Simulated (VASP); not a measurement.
Set up this calculation in VASP 6.6.1, as the native input.

```
Task                   : single point
Functional             : PBE
Potentials or basis    : VASP PAW PBE potentials, release 64 (Ti_sv, O)
Cutoff                 : 520 eV
k mesh                 : 1 × 1 × 1, shifted
Occupations            : fermi-dirac, width 0.01 eV
Spin                   : no spin polarisation
Dipole correction      : no
Further INCAR settings : ALGO = Normal; EDIFF = 1e-06; NBANDS = 117
```

The structure of Ti8O17 (a cell with a defect) lies in POSCAR:

```
Ti8O17
1.0
    4.6435389800      4.6435389800      0.0000000000
   -4.6435389800      4.6435389800      0.0000000000
    0.0000000000      0.0000000000      5.9273749100
Ti O
8 17
Direct
   -0.0147502800      0.4889063083     -0.0101609905
    0.4995644507      0.0353885260      0.0068068919
   -0.0038179931     -0.0220542996      0.2482221932
    0.4823004630      0.5508148012      0.2538612831
   -0.0143820264      0.4818670651      0.4909031475
    0.5279930912      0.0389458344      0.5214856571
    0.0141789485     -0.0008750869      0.7524271820
    0.4863263795      0.5172749729      0.7528563770
    0.1929184839      0.4982104188      0.2572756107
    0.6900302794      0.0097911313      0.2525219043
    0.0048231532      0.1938658217      0.0107801516
    0.5306806965      0.7031780101     -0.0136436452
   -0.0360763635      0.8070148686     -0.0153462538
    0.4915764700      0.3195066320      0.0053443557
    0.3036899240      0.0541059311      0.2779557604
    0.8025600767      0.5055911041      0.2515746047
    0.1933882765      0.5148284553      0.7578940202
    0.6940875298      0.0384046523      0.7668303539
   -0.0046310584      0.1975759230      0.5040492706
    0.5189732466      0.7132875409      0.5133083441
   -0.0214190083      0.8115015328      0.5123036835
    0.4992504661      0.3241327372      0.4945821792
    0.3086978501      0.0067748974      0.7513769700
    0.8046793655      0.4863441461      0.7512227702
    0.2673152967      0.8416298467      0.2138346265
```

The input as run:

INCAR

```
PREC = Accurate ; ENCUT = 520
EDIFF = 1E-6 ; ISMEAR = -1
SIGMA = 0.01 ; LREAL = False
LASPH = True ; NELM = 120
ALGO = Normal ; ISIF = 2
LWAVE = False ; LCHARG = False
GGA = PE ; NBANDS = 117
GGA_COMPAT = False
```

KPOINTS

```
Automatic mesh
0
Gamma
  1 1 1
  0.25 0.25 0.25
```

Potentials or basis: VASP PAW PBE potentials, release 64 (Ti_sv, O).

Launch:

```sh
$ cat potpaw_PBE.64/Ti_sv/POTCAR potpaw_PBE.64/O/POTCAR > POTCAR
$ mpirun -np 1 vasp_std > vasp.out
```

It gave:

| Item | Value |
| --- | --- |
| Pressure | 5.8 GPa |
| Largest force | 0.638 eV/Å |
| Band gap on the k mesh | 2.29 eV |

Run time: 8 min on 1 thread of Intel Xeon 8259CL, on a shared host, peak memory 0.37 GiB.
